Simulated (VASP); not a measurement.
# Ir (Pm-3m) in VASP: notebook

Ir is run at these levels: PBE; tasks: single point.

Everything below comes from runs of VASP 6.6.1. Logs are shortened: lines on timing, memory, paths and dates and some standing lists are left out, and cuts for length are marked.

## (1) The cell of the first run

It takes space group Pm-3m (No. 221, cubic). Conventional cell: a = 2.471 Å, b = 2.471 Å, c = 2.471 Å, α = 90.00°, β = 90.00°, γ = 90.00°. Ir (site symmetry m-3m) has 6 Ir at 2.47 Å within 3.3 Å.

## (2) Single point, PBE

File INCAR:

```
SYSTEM = Ir
PREC = Accurate
ENCUT = 520
EDIFF = 1E-6
ISMEAR = -1
SIGMA = 0.05
LREAL = .FALSE.
LASPH = .TRUE.
NELM = 100
ALGO = Normal
ISIF = 2
LWAVE = .FALSE.
LCHARG = .FALSE.
GGA = PE
NBANDS = 10
```

File KPOINTS:

```
regular mesh
0
G
  10 10 10
  0 0 0
```

File POSCAR:

```
Ir
1.0
    2.4706221395      0.0000000000      0.0000000000
    0.0000000000      2.4706221395      0.0000000000
    0.0000000000      0.0000000000      2.4706221395
Ir
1
Direct
    0.0000000000      0.0000000000      0.0000000000
```

Potentials or basis: VASP PAW PBE potentials, release 64 (Ir).

On the command line:

```console
cat potpaw_PBE.64/Ir/POTCAR > POTCAR
mpirun -np 1 vasp_std > vasp.out
```

OUTCAR:

```text
SYSTEM = Ir
   PREC = Accurate
   ENCUT = 520
   EDIFF = 1E-6
   ISMEAR = -1
   LREAL = .FALSE.
   LASPH = .TRUE.
   NELM = 100
   ISIF = 2
   GGA = PE

 ion  position               nearest neighbor table
   1  0.000  0.000  0.000-

  LATTYP: Found a simple cubic cell.
 ALAT       =     2.4706221395

  Lattice vectors:

 A1 = (   2.4706221395,   0.0000000000,   0.0000000000)
 A2 = (   0.0000000000,   2.4706221395,   0.0000000000)
 A3 = (   0.0000000000,   0.0000000000,   2.4706221395)

Analysis of symmetry for initial positions (statically):
=====================================================================
 Subroutine PRICEL returns:
 Original cell was already a primitive cell.

 Routine SETGRP: Setting up the symmetry group for a
 simple cubic supercell.

 Subroutine GETGRP returns: Found 48 space group operations
 (whereof 48 operations were pure point group operations)
 out of a pool of 48 trial point group operations.

The static configuration has the point symmetry O_h .

Analysis of symmetry for dynamics (positions and initial velocities):
=====================================================================
 Subroutine PRICEL returns:
 Original cell was already a primitive cell.

 Routine SETGRP: Setting up the symmetry group for a
 simple cubic supercell.

 Subroutine GETGRP returns: Found 48 space group operations
 (whereof 48 operations were pure point group operations)
 out of a pool of 48 trial point group operations.

The dynamic configuration has the point symmetry O_h .

 Subroutine INISYM returns: Found 48 space group operations
 (whereof 48 operations are pure point group operations),
 and found     1 'primitive' translations

----------------------------------------------------------------------------------------

                                     Primitive cell

  volume of cell :      15.0806

  direct lattice vectors                    reciprocal lattice vectors
     2.470622140  0.000000000  0.000000000     0.404756350  0.000000000  0.000000000
     0.000000000  2.470622140  0.000000000     0.000000000  0.404756350  0.000000000
     0.000000000  0.000000000  2.470622140     0.000000000  0.000000000  0.404756350

  length of vectors
     2.470622140  2.470622140  2.470622140     0.404756350  0.404756350  0.404756350

  position of ions in fractional coordinates (direct lattice)
     0.000000000  0.000000000  0.000000000

  ion indices of the primitive-cell ions
   primitive index   ion index
                 1           1

----------------------------------------------------------------------------------------

 KPOINTS: regular mesh

Automatic generation of k-mesh.
 Grid dimensions read from file:
 generate k-points for:   10   10   10

 Generating k-lattice:

  Cartesian coordinates                     Fractional coordinates (reciprocal lattice)
     0.040475635  0.000000000  0.000000000     0.100000000  0.000000000  0.000000000
     0.000000000  0.040475635  0.000000000     0.000000000  0.100000000  0.000000000
     0.000000000  0.000000000  0.040475635     0.000000000  0.000000000  0.100000000

  Length of vectors
     0.040475635  0.040475635  0.040475635

  Shift w.r.t. Gamma in fractional coordinates (k-lattice)
     0.000000000  0.000000000  0.000000000

 Subroutine IBZKPT returns following result:
 ===========================================

 Found     56 irreducible k-points:

 Following reciprocal coordinates:
            Coordinates               Weight
  0.000000  0.000000  0.000000      1.000000
  0.100000  0.000000  0.000000      6.000000
  0.200000  0.000000  0.000000      6.000000
  0.300000  0.000000  0.000000      6.000000
  0.400000  0.000000  0.000000      6.000000
  0.500000  0.000000  0.000000      3.000000
[... 16 lines left out ...]
  0.200000  0.100000  0.100000     24.000000
  0.300000  0.100000  0.100000     24.000000
 [... further k-points ...]
   k-points           NKPTS =     56   k-points in BZ     NKDIM =     56   number of bands    NBANDS=     10
   number of dos      NEDOS =    301   number of ions     NIONS =      1
   total plane-waves  NPLWV =   5832
   dimension x,y,z NGX =    18 NGY =   18 NGZ =   18
   dimension x,y,z NGXF=    36 NGYF=   36 NGZF=   36
   ions per type =               1
   NGX,Y,Z   is equivalent  to a cutoff of  12.11, 12.11, 12.11 a.u.
   NGXF,Y,Z  is equivalent  to a cutoff of  24.22, 24.22, 24.22 a.u.
 SYSTEM =  Ir
   PREC   = accura    normal or accurate (medium, high low for compatibility)
   ISTART =      0    job   : 0-new  1-cont  2-samecut
   ICHARG =      2    charge: 1-file 2-atom 10-const
   ISPIN  =      1    spin polarized calculation?
   LNONCOLLINEAR =      F non collinear calculations
   LSORBIT =      F    spin-orbit coupling
   LASPH  =      T    aspherical Exc in radial PAW
   ENCUT  =  520.0 eV  38.22 Ry    6.18 a.u.   4.59  4.59  4.59*2*pi/ulx,y,z
   NELM   =    100;   NELMIN=  2; NELMDL= -5     # of ELM steps
   EDIFF  = 0.1E-05   stopping-criterion for ELM
   LREAL  =      F    real-space projection
   EDIFFG = 0.1E-04   stopping-criterion for IOM
   NSW    =      0    number of steps for IOM
   IBRION =     -1    ionic relax: 0-MD 1-quasi-New 2-CG
   NFREE  =      0    steps in history (QN), initial steepest desc. (CG)
   ISIF   =      2    stress and relaxation
   ISYM   =      2    0-nonsym 1-usesym 2-fastsym
   POTIM  = 0.5000    time-step for ionic-motion
   TEBEG  =    0.0;   TEEND  =   0.0 temperature during run
   PSTRESS=    0.0 pullay stress
   NELECT =       9.0000    total number of electrons
   NUPDOWN=      -1.0000    fix difference up-down
   EMIN   =  10.00;   EMAX   =-10.00  energy-range for DOS
   EFERMI =   0.00;   METHOD = LEGACY
   ISMEAR =    -1;   SIGMA  =   0.05  broadening in eV -4-tet -1-fermi 0-gaus
   EFERMI_NEDOS =   21; number of points for ismear=-14 and -15
   IALGO  =     38    algorithm
   IMIX   =      4    mixing-type and parameters
     AMIX     =   0.40;   BMIX     =  1.00
     AMIX_MAG =   1.60;   BMIX_MAG =  1.00
  volume/ion in A,a.u.               =      15.08       101.77
  Fermi-wavevector in a.u.,A,eV,Ry     =   1.378318  2.604643 25.847800  1.899760
  Thomas-Fermi vector in A             =   2.503390
   LORBIT       =      0    0 simple, 1 ext, 2 COOP (PROOUT), +10 PAW based schemes
   GGA     = PE    functional components
   LHFCALC =     F    Hartree Fock is set to
   AEXX    =    0.0000 exact exchange contribution
   IVDW    =     0    specifies the selected vdW correction
   LEPSILON=     F    determine dielectric tensor
   LRPA    =     F    only Hartree local field effects (RPA)
 non-spin polarized calculation
  energy-cutoff  :      520.00
  volume of cell :       15.08
 maximum number of plane-waves:       437
   NGX =  9   NGY =  9   NGZ =  9

 number of electron       8.9999999 magnetization

 Free energy of the ion-electron system (eV)
  ---------------------------------------------------
  ext. energy  EPLUGINS =         0.00000000
  ---------------------------------------------------
  free energy    TOTEN  =        -7.66220180 eV

  energy without entropy =       -7.65351214  energy(sigma->0) =       -7.65785697

 E-fermi :   9.1553     XC(G=0): -13.4328

 val. band max:        9.0992857771   @ k =   0.2000   0.2000   0.1000
 cond. band min:       9.1898171436   @ k =   0.3000   0.3000   0.1000
 fundamental gap:      0.0905313665
 Fermi energy:         9.1553469690

 k-point     1 :       0.0000    0.0000    0.0000
  band No.  band energies     occupation
      1      -0.9514      2.00000
      2       2.2473      2.00000
      3       2.2473      2.00000
      4      10.8285      0.00000
      5      10.8285      0.00000
      6      10.8285      0.00000
      7      25.6159      0.00000
      8      25.6159      0.00000
      9      25.6159      0.00000
     10      32.1744      0.00000

 k-point     2 :       0.1000    0.0000    0.0000
  band No.  band energies     occupation
      1      -0.6131      2.00000
      2       2.3229      2.00000
      3       2.6111      2.00000
      4      10.4154      0.00000
      5      10.4154      0.00000
      6      10.8604      0.00000
      7      23.7503      0.00000
      8      26.2732      0.00000
      9      26.2732      0.00000
     10      32.8459      0.00000

 k-point     3 :       0.2000    0.0000    0.0000
  band No.  band energies     occupation
      1       0.2167      2.00000
      2       2.5264      2.00000
      3       3.7377      2.00000
      4       9.4587      0.00462
      5       9.4587      0.00462
      6      10.9445      0.00000
      7      20.7383      0.00000
      8      27.9133      0.00000
      9      27.9133      0.00000
     10      29.9708      0.00000

 k-point     4 :       0.3000    0.0000    0.0000
  band No.  band energies     occupation
      1       1.1695      2.00000
      2       2.7908      2.00000
      3       5.4971      2.00000
      4       8.4515      2.00000
      5       8.4515      2.00000
      6      11.0502      0.00000
      7      18.1872      0.00000
      8      27.6520      0.00000
      9      29.9257      0.00000
     10      29.9257      0.00000

 k-point     5 :       0.4000    0.0000    0.0000
  band No.  band energies     occupation
      1       1.9488      2.00000
      2       3.0164      2.00000
      3       7.2065      2.00000
      4       7.7352      2.00000
      5       7.7352      2.00000
      6      11.1371      0.00000
      7      16.6315      0.00000
      8      26.1589      0.00000
      9      31.3549      0.00000
     10      31.7598      0.00000

 k-point     6 :       0.5000    0.0000    0.0000
  band No.  band energies     occupation
      1       2.2652      2.00000
      2       3.1056      2.00000
      3       7.4796      2.00000
      4       7.4796      2.00000
      5       7.9048      2.00000
      6      11.1707      0.00000
      7      16.1913      0.00000
      8      25.6425      0.00000
      9      30.2789      0.00000
     10      32.6161      0.00000
[... 183 lines left out ...]
 k-point    21 :       0.5000    0.5000    0.0000
  band No.  band energies     occupation
      1       1.6035      2.00000
      2       3.8407      2.00000
      3       8.1218      2.00000
      4       8.1218      2.00000
      5      13.3062      0.00000
      6      13.9580      0.00000
      7      13.9580      0.00000
      8      22.4637      0.00000
      9      24.2918      0.00000
     10      32.2618      0.00000

 k-point    22 :       0.1000    0.1000    0.1000
  band No.  band energies     occupation
      1       0.0837      2.00000
      2       2.8925      2.00000
      3       2.8925      2.00000
      4       9.9009      0.00000
      5      10.0809      0.00000
      6      10.0809      0.00000
      7      24.2638      0.00000
      8      25.3356      0.00000
      9      25.3356      0.00000
     10      33.8061      0.00000

 k-point    23 :       0.2000    0.1000    0.1000
  band No.  band energies     occupation
      1       0.9289      2.00000
      2       3.0958      2.00000
      3       3.9665      2.00000
      4       9.0364      1.83047
      5       9.0546      1.76458
      6      10.1454      0.00000
      7      21.8512      0.00000
      8      25.9195      0.00000
      9      26.7889      0.00000
     10      31.6457      0.00000

 k-point    24 :       0.3000    0.1000    0.1000
  band No.  band energies     occupation
      1       1.8776      2.00000
      2       3.3664      2.00000
      3       5.3813      2.00000
      4       7.9741      2.00000
      5       8.5071      2.00000
      6      10.2771      0.00000
      7      19.1610      0.00000
      8      27.2696      0.00000
      9      27.5207      0.00000
     10      30.8863      0.00000

 [... further k-points ...]

------------------------ aborting loop because EDIFF is reached ----------------------------------------

  FORCE on cell =-STRESS in cart. coord.  units (eV):
  Direction    XX          YY          ZZ          XY          YZ          ZX
  --------------------------------------------------------------------------------------
  -------------------------------------------------------------------------------------
  Total        3.8004738      3.8004738      3.8004738      0.0000000     -0.0000000      0.0000000
  in kB      403.7656182    403.7656182    403.7656182      0.0000000     -0.0000000      0.0000000
  external PRESSURE =     403.7656182 kB  Pullay stress =       0.0000000 kB

 VOLUME and BASIS-vectors are now :
 -----------------------------------------------------------------------------
  energy-cutoff  :      520.00
  volume of cell :       15.08
      direct lattice vectors                 reciprocal lattice vectors
     2.470622140  0.000000000  0.000000000     0.404756350  0.000000000  0.000000000
     0.000000000  2.470622140  0.000000000     0.000000000  0.404756350  0.000000000
     0.000000000  0.000000000  2.470622140     0.000000000  0.000000000  0.404756350

 POSITION                                       TOTAL-FORCE (eV/Angst)
 -----------------------------------------------------------------------------------
      0.00000      0.00000      0.00000         0.000000      0.000000      0.000000
 -----------------------------------------------------------------------------------
    total drift:                               -0.000000      0.000000      0.000000

  FREE ENERGIE OF THE ION-ELECTRON SYSTEM (eV)
  ---------------------------------------------------
  free  energy   TOTEN  =        -7.6622018011 eV

  energy  without entropy=       -7.6535121434  energy(sigma->0) =       -7.65785697
```

It took 3 s on 1 thread of Intel Xeon 6975P-C (Granite Rapids), shared host; peak memory 0.12 GiB.

Results:

```yaml
Free_energy: -7.6622 eV
Pressure: 40.4 GPa
```

Caveat: spin-orbit coupling is left out, which moves the levels of the heavy elements.

## (3) Single point, PBE

This run uses another cell than the first one, of 14.46 Å³/atom, 0.959 times its volume.

File INCAR:

```
PREC = Accurate
ENCUT = 520
EDIFF = 1E-6
ISMEAR = -1
SIGMA = 0.05
LREAL = False
LASPH = True
NELM = 80
ALGO = Normal
ISIF = 2
LWAVE = False
LCHARG = True
GGA = PE
LELF = True
LVHAR = True
NBANDS = 10
```

File KPOINTS:

```
regular mesh
0
Gamma
  10 10 10
```

File POSCAR:

```
Ir
1.0
    2.4361033390      0.0000000000      0.0000000000
    0.0000000000      2.4361033390      0.0000000000
    0.0000000000      0.0000000000      2.4361033390
Ir
1
Direct
    0.0000000000      0.0000000000      0.0000000000
```

Potentials or basis: VASP PAW PBE potentials, release 64 (Ir).

On the command line:

```console
cat potpaw_PBE.64/Ir/POTCAR > POTCAR
mpirun -np 1 vasp_std > vasp.out
```

Run time: 3.1 s. Hardware: 1 thread of Intel Xeon 6975P-C (Granite Rapids), shared host; peak memory 0.12 GiB.

Results (log left out):

```yaml
Free_energy: -7.4674 eV
Pressure: 60.4 GPa
```

Levels at points of the mesh, in eV from the Fermi level:
```csv
k point,band 1,band 2,band 3,band 4,band 5,band 6,band 7,band 8,band 9
"(0.00, 0.00, 0.00)",-10.52,-7.33,-7.33,1.80,1.80,1.80,16.75,16.75,16.75
"(0.50, 0.00, 0.00)",-7.21,-6.41,-1.80,-1.80,-1.41,2.17,7.46,16.48,21.47
"(0.50, 0.50, 0.00)",-8.06,-5.59,-1.11,-1.11,4.45,4.89,4.89,14.07,15.48
"(0.50, 0.50, 0.50)",-6.49,-6.49,-6.49,4.71,4.71,8.67,12.46,12.46,12.46
```

Caveat: spin-orbit coupling is left out, which moves the levels of the heavy elements.

## (4) Single point, PBE

This run uses another cell than the first one, of 15.88 Å³/atom, 1.053 times its volume.

File INCAR:

```
SYSTEM = Ir
ALGO = Normal
EDIFF = 1E-7
ENCUT = 520
GGA = PE
ISIF = 2
ISMEAR = -1
LASPH = .True.
LCHARG = .True.
LELF = .True.
LREAL = .False.
LVHAR = .True.
LWAVE = .False.
NBANDS = 10
NELM = 60
PREC = Accurate
SIGMA = 0.05
```

File KPOINTS:

```
k-points
0
Gamma
  10 10 10
  0 0 0
```

File POSCAR:

```
Ir
1.0
    2.5136740602      0.0000000000      0.0000000000
    0.0000000000      2.5136740602      0.0000000000
    0.0000000000      0.0000000000      2.5136740602
Ir
1
Direct
    0.0000000000      0.0000000000      0.0000000000
```

On the command line:

```console
cat potpaw_PBE.64/Ir/POTCAR > POTCAR
mpirun -np 1 vasp_std > vasp.out
```

It took 3.9 s on 1 thread of Intel Xeon 6975P-C (Granite Rapids), shared host; peak memory 0.13 GiB.

It converged, with:

| Property | Result |
| --- | --- |
| Free energy | -7.8119 eV |
| Pressure | 20.3 GPa |

Levels at points of the mesh, in eV from the Fermi level:
```csv
k point,band 1,band 2,band 3,band 4,band 5,band 6,band 7,band 8
"(0.00, 0.00, 0.00)",-9.62,-6.42,-6.42,1.53,1.53,1.53,16.11,16.11
"(0.50, 0.00, 0.00)",-6.52,-5.63,-1.54,-1.54,-1.06,1.84,6.54,16.48
"(0.50, 0.50, 0.00)",-6.97,-4.99,-0.95,-0.95,3.81,4.71,4.71,12.42
"(0.50, 0.50, 0.50)",-5.61,-5.61,-5.61,4.02,4.02,9.12,11.45,11.45
```

Caveat: spin-orbit coupling is left out, which moves the levels of the heavy elements.

## (5) Single point, PBE

This run uses another cell than the first one, of 17.00 Å³/atom, 1.127 times its volume.

File INCAR:

```
SYSTEM = Ir
  ALGO = Normal
  EDIFF = 1E-6
  ENCUT = 520
  GGA = PE
  ISIF = 2
  ISMEAR = -1
  LASPH = .TRUE.
  LCHARG = .TRUE.
  LELF = .TRUE.
  LREAL = .FALSE.
  LVHAR = .TRUE.
  LWAVE = .FALSE.
  NBANDS = 10
  NELM = 100
  PREC = Accurate
  SIGMA = 0.05
```

File KPOINTS:

```
k-points
0
G
  10 10 10
  0 0 0
```

File POSCAR:

```
Ir
1.0
    2.5712986979      0.0000000000      0.0000000000
    0.0000000000      2.5712986979      0.0000000000
    0.0000000000      0.0000000000      2.5712986979
Ir
1
Direct
    0.0000000000      0.0000000000      0.0000000000
```

On the command line:

```console
cat potpaw_PBE.64/Ir/POTCAR > POTCAR
mpirun -np 1 vasp_std > vasp.out
```

Run time: 3.7 s. Hardware: 1 thread of Intel Xeon 6975P-C (Granite Rapids), shared host; peak memory 0.13 GiB.

Results (log left out):

```
Free energy : -7.8791 eV
Pressure    : 0.2 GPa
```

Levels at points of the mesh, in eV from the Fermi level:
```
           k point  band 1  band 2  band 3  band 4  band 5  band 6  band 7  band 8
(0.00, 0.00, 0.00)   -9.00   -5.83   -5.83    1.35    1.35    1.35   15.66   15.66
(0.50, 0.00, 0.00)   -6.05   -5.12   -1.37   -1.37   -0.80    1.62    5.93   16.43
(0.50, 0.50, 0.00)   -6.27   -4.59   -0.86   -0.86    3.40    4.60    4.60   11.34
(0.50, 0.50, 0.50)   -5.04   -5.04   -5.04    3.58    3.58    9.39   10.81   10.81
```

Caveat: spin-orbit coupling is left out, which moves the levels of the heavy elements.

## (6) Summary

| cell | gap on the mesh (eV) | pressure (GPa) |
| --- | --- | --- |
| a = 2.471 Å, 1 atom | none | 40.4 |
| a = 2.436 Å, 1 atom | none | 60.4 |
| a = 2.514 Å, 1 atom | none | 20.3 |
| a = 2.571 Å, 1 atom | none | 0.2 |

Alike in all rows: task single point; level PBE; potentials or basis VASP PAW PBE potentials, release 64 (Ir); no spin polarisation; k mesh 10 × 10 × 10; cutoff (eV) 520; smearing fermi-dirac 0.05 eV.

Caveats: spin-orbit coupling is left out, which moves the levels of the heavy elements.

Total energies depend on the potentials used, so only differences within one code and one set of settings carry meaning.
